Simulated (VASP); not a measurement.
Set up this calculation in VASP 6.6.1, as the native input.

```
Task                   : single point
Functional             : PBE
Potentials or basis    : VASP PAW PBE potentials, release 64 (Al, N)
Cutoff                 : 520 eV
k mesh                 : 1 × 1 × 2, shifted
Occupations            : gaussian, width 0.01 eV
Spin                   : no spin polarisation
Dipole correction      : no
Further INCAR settings : LREAL = Auto; ALGO = Normal; EDIFF = 1e-06; NBANDS = 46; ISYM = 0
```

The structure of AlN (AlN (P6_3mc)) lies in POSCAR:

```
AlN
1.0
    6.2595139092      0.0000000618      0.0000000000
   -3.1297570081      5.4208980298      0.0000000000
    0.0000000000      0.0000000000      5.0174032950
Al N
8 8
Direct
    0.3333333333      0.1666666667      0.4992353700
    0.1666666667      0.3333333333      0.9992353700
    0.3333333333      0.6666666667      0.4992353700
    0.1666666667      0.8333333333      0.9992353700
    0.8333333333      0.1666666667      0.4992353700
    0.6666666667      0.3333333333      0.9992353700
    0.8333333333      0.6666666667      0.4992353700
    0.6666666667      0.8333333333      0.9992353700
    0.3333333333      0.1666666667      0.8807646300
    0.1666666667      0.3333333333      0.3807646300
    0.3333333333      0.6666666667      0.8807646300
    0.1666666667      0.8333333333      0.3807646300
    0.8333333333      0.1666666667      0.8807646300
    0.6666666667      0.3333333333      0.3807646300
    0.8333333333      0.6666666667      0.8807646300
    0.6666666667      0.8333333333      0.3807646300
```

These files were run (other wordings do the same):

INCAR

```
SYSTEM = AlN
PREC = Accurate
ENCUT = 520
EDIFF = 1E-6
ISMEAR = 0
SIGMA = 0.01
LREAL = Auto
LASPH = .TRUE.
NELM = 80
ALGO = Normal
ISIF = 2
LWAVE = .FALSE.
LCHARG = .FALSE.
GGA = PE
NBANDS = 46
ISYM = 0
```

KPOINTS

```
Automatic mesh
0
Gamma
  1 1 2
  0.25 0.25 0.25
```

Potentials or basis: VASP PAW PBE potentials, release 64 (Al, N).

Run with:

```sh
$ cat potpaw_PBE.64/Al/POTCAR potpaw_PBE.64/N/POTCAR > POTCAR
$ mpirun -np 1 vasp_std > vasp.out
```

It gave:

```
Pressure               : -0.6 GPa
Largest force          : 0.109 eV/Å
Band gap on the k mesh : 5.76 eV
```

Caveat: the k points lie up to 1.16 Å⁻¹ apart.

Wall time 3.9 min on 1 thread of AMD EPYC 7R43 64-Core Processor (Zen 3) (shared host), peak memory 0.26 GiB.
